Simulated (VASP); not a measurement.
Set up this calculation in VASP 6.6.1, as the native input.

| Property | Result |
| --- | --- |
| Task | relaxation of cell and atoms |
| Functional | PBE |
| Potentials or basis | VASP PAW PBE potentials, release 64 (Ir, Rh_pv) |
| Cutoff | 600 eV |
| k mesh | 6 × 6 × 2 |
| Occupations | gaussian, width 0.1 eV |
| Spin | no spin polarisation |
| Dipole correction | no |
| Further INCAR settings | ALGO = Normal; EDIFF = 1e-07; IBRION = 2; EDIFFG = -0.04; NSW = 90; ISIF = 3 |

The structure of Ir2Rh lies in POSCAR:

```
Ir2Rh
1.0
    2.7382129500      0.0000000000      0.0000000000
   -1.3691064800      2.3713619800      0.0000000000
    0.0000000000      0.0000000000     12.9351641900
Ir Rh
4 2
Direct
    0.3333333300      0.6666666700      0.0833333300
    0.3333333300      0.6666666700      0.4166666700
    0.6666666700      0.3333333300      0.5833333300
    0.6666666700      0.3333333300      0.9166666700
    0.3333333300      0.6666666700      0.7500000000
    0.6666666700      0.3333333300      0.2500000000
```

The input as run:

INCAR

```
PREC     = Accurate       # precision mode
ENCUT    = 600            # plane-wave cutoff, eV
EDIFF    = 1E-7           # SCF threshold, eV
ISMEAR   = 0              # smearing method
SIGMA    = 0.1            # smearing width, eV
LREAL    = F              # projectors in reciprocal space
LASPH    = T              # aspherical terms in the spheres
NELM     = 60             # most SCF steps
ALGO     = Normal         # electronic algorithm
ISIF     = 3              # what is computed and relaxed
LWAVE    = F              # write WAVECAR
LCHARG   = F              # write CHGCAR
GGA      = PE             # functional
IBRION   = 2              # ionic algorithm
NSW      = 90             # ionic steps
EDIFFG   = -0.04          # ionic threshold
```

KPOINTS

```
regular mesh
0
Gamma
  6 6 2
```

Potentials or basis: VASP PAW PBE potentials, release 64 (Ir, Rh_pv).

Launch:

```sh
$ cat potpaw_PBE.64/Ir/POTCAR potpaw_PBE.64/Rh_pv/POTCAR > POTCAR
$ mpirun -np 1 vasp_std > vasp.out
```

It gave:

The relaxed volume is 14.44 Å³/atom, the relaxed cell is a = 2.758 Å, b = 2.758 Å, c = 13.151 Å, α = 90.00°, β = 90.00°, γ = 120.00° and the space group after relaxing (to 0.1 Å) is P6_3/mmc (No. 194). The energy gained by relaxing is 15.6 meV/atom. The ionic steps are 5, the pressure after relaxing is 0.1 GPa and the band gap on the k mesh is zero (bands 33 and 34 overlap by 2.60 eV).

Caveat: the k points lie up to 0.44 Å⁻¹ apart in the final cell, too coarse for converged energies and pressures of a metal; spin-orbit coupling is left out, which moves the levels of the heavy elements.

It took 10 min on 1 thread of Intel Xeon 8259CL, on a shared host, peak memory 0.27 GiB.
